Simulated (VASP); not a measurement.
Crystal: GaN (wurtzite type).

```
Ga N
1.0
    -1.60909    2.78703    0.00000
     0.00000    0.00000    5.24283
     4.82728    2.78703    0.00000
Ga N
4 4
Direct
  0.50000 0.99965 0.16667
  0.00000 0.99965 0.66667
  0.00000 0.49965 0.33333
  0.50000 0.49965 0.83333
  0.50000 0.37635 0.16667
  0.00000 0.37635 0.66667
  0.00000 0.87635 0.33333
  0.50000 0.87635 0.83333
```

Base run:

* Program: VASP 6.6.1
* Functional: PBE
* Potentials or basis: VASP PAW PBE potentials, release 64 (Ga_d, N)
* Cutoff: 520 eV
* k mesh: 8 × 5 × 5
* Occupations: fermi-dirac, width 0.02 eV
* Spin: no spin polarisation

Its results: band gap on the k mesh 1.72 eV; pressure 0.2 GPa.

The run is repeated on the same cell with these changes: k mesh from 8 × 5 × 5, through Γ to 8 × 5 × 5, shifted. What comes out?

Band gap on the k mesh 2.51 eV; pressure 0.2 GPa.

Caveats: a shifted mesh leaves out Γ, where band edges can lie (at least some runs).

A k mesh can miss the band edges.
